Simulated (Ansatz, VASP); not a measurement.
**Bi: VASP beside Ansatz**

The input INCAR:

```
PREC = Accurate
ENCUT = 520
EDIFF = 1E-6
ISMEAR = -1
SIGMA = 0.08
LREAL = F
LASPH = T
NELM = 100
ALGO = Normal
ISIF = 2
LWAVE = F
LCHARG = F
GGA = PE
NBANDS = 14
```

Contents of KPOINTS:

```
Automatic mesh
0
Gamma
  13 13 13
```

File POSCAR:

```
Bi
1.0
   -1.9387656164      1.9387656164      1.9387656164
    1.9387656164     -1.9387656164      1.9387656164
    1.9387656164      1.9387656164     -1.9387656164
Bi
1
Direct
    0.0000000000      0.0000000000      0.0000000000
```

Input for Ansatz:

```yaml
crystal:
  lattice:
    - [-1.9387656164, 1.9387656164, 1.9387656164]
    - [1.9387656164, -1.9387656164, 1.9387656164]
    - [1.9387656164, 1.9387656164, -1.9387656164]
  atoms:
    - { symbol: Bi, position: [0.0, 0.0, 0.0] }
kpoints:
  mp_grid: { grid: [13, 13, 13] }
scf:
  occupations: { method: fermi_dirac, width: 0.08 }
hamiltonian:
  xc: pbe
  pseudopotentials: { kind: all_electron, lapw: { basis_error: 0.001 } }
output:
  forces: true
  stress: true
  eigenvalues: true
  populations: true
```

Change from the starting cell: volume scaled by 0.92, LAPW.

Alike in both runs: task single point; functional PBE; k mesh 13 × 13 × 13; occupations fermi-dirac, width 0.08 eV; no spin polarisation.

|  | VASP | Ansatz |
| --- | --- | --- |
| version | VASP 6.6.1 | Ansatz 0.2.0 |
| potentials or method | VASP PAW PBE potentials, release 64 (Bi_d), cutoff 520 eV | all-electron LAPW, scalar-relativistic |

VASP gave:

| Property | Result |
| --- | --- |
| pressure (GPa) | 5.1 |

Estimate Ansatz's values.

pressure (GPa): 5.3.

Ansatz ran all-electron here, and VASP with PAW potentials.

Spin-orbit coupling is off throughout.
